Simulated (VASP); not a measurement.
The system is PbSe (Clausthalite).

```xyz
2
Lattice="0.0000 3.1009 3.1009 3.1009 0.0000 3.1009 3.1009 3.1009 0.0000" Properties=species:S:1:pos:R:3 pbc="T T T"
Pb    0.0000    0.0000    0.0000
Se    3.1009    3.1009    3.1009
```

Base run:

| Property | Result |
| --- | --- |
| Program | VASP 6.6.1 |
| Functional | RPBE |
| Potentials or basis | VASP PAW PBE potentials, release 64 (Pb_d, Se) |
| Cutoff | 520 eV |
| k mesh | 8 × 8 × 8 |
| Occupations | fermi-dirac, width 0.05 eV |
| Spin | no spin polarisation |

Its results: band gap on the k mesh 0.50 eV, direct; pressure 2.0 GPa.

**Question.** After a change of settings the same cell gave: band gap on the k mesh 0.50 eV, direct; pressure -11.3 GPa. Which change was it?
A. dispersion from none to D3(BJ)
B. functional from RPBE to PBE; further incar settings from ALGO = Normal; EDIFF = 1e-06; NBANDS = 17 to ALGO = Normal; EDIFF = 1e-07; NBANDS = 17
C. functional from RPBE to PBEsol; further incar settings from ALGO = Normal; EDIFF = 1e-06; NBANDS = 17 to ALGO = Normal; EDIFF = 1e-07; NBANDS = 17
D. functional from RPBE to PBEsol

**Answer.** A.

Dispersion adds attraction, which lowers the pressure at fixed volume and, as a term added to the energy, leaves the levels alone.

Caveats: the PAW data sets were made with another functional, which shifts forces and pressure a little; spin-orbit coupling is left out, which moves the levels of the heavy elements.
